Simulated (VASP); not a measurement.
A run of VASP 6.6.1 is set up as follows.

The input POSCAR:

```
TaN
1.0
    2.9380000000      0.0000000000      0.0000000000
   -1.4690000000      2.5443826363      0.0000000000
    0.0000000000      0.0000000000      2.8830000000
Ta N
1 1
Direct
    0.0000000000      0.0000000000      0.5000000000
    0.6666666667      0.3333333333      0.0000000000
```

File INCAR.step1:

```
SYSTEM = TaN
PREC = Accurate ; ENCUT = 660
ISMEAR = 0 ; SIGMA = 0.1
LREAL = .False. ; LASPH = .True.
NELM = 120 ; NBANDS = 15
GGA = PE ; ALGO = Normal
EDIFF = 1E-5 ; LWAVE = .True.
LCHARG = .False. ; GGA_COMPAT = .False.
```

The input INCAR.step2:

```
SYSTEM = TaN
PREC = Accurate ; ENCUT = 660
EDIFF = 1E-6 ; ISMEAR = 0
SIGMA = 0.1 ; LREAL = .False.
LASPH = .True. ; NELM = 120
ALGO = Normal ; ISIF = 2
LWAVE = .False. ; LCHARG = .True.
METAGGA = R2SCAN ; LMIXTAU = .True.
LELF = .True. ; LVHAR = .True.
NBANDS = 15 ; ISTART = 1
GGA_COMPAT = .False.
```

The input KPOINTS:

```
Automatic mesh
0
Gamma
  3 3 3
  0 0 0
```

Potentials or basis: VASP PAW PBE potentials, release 64 (Ta_pv, N).

The run is started by

```console
$ cat potpaw_PBE.64/Ta_pv/POTCAR potpaw_PBE.64/N/POTCAR > POTCAR
$ cp INCAR.step1 INCAR
$ mpirun -np 1 vasp_std > vasp.out
$ cp INCAR.step2 INCAR
$ mpirun -np 1 vasp_std > vasp.out
```

Question: Estimate the pressure.

Answer: 5.0 GPa.

Question: Predict the band gap on the k mesh.

Answer: Zero (filled and empty bands touch).

Stress tensor (GPa, compression positive):
```
6.30 0.00 0.00
0.00 6.30 0.00
0.00 0.00 2.29
```

Caveat: the k points lie up to 0.82 Å⁻¹ apart, too coarse for converged energies, forces and pressures; the PAW data sets were made with another functional, which shifts forces and pressure a little; spin-orbit coupling is left out, which moves the levels of the heavy elements.
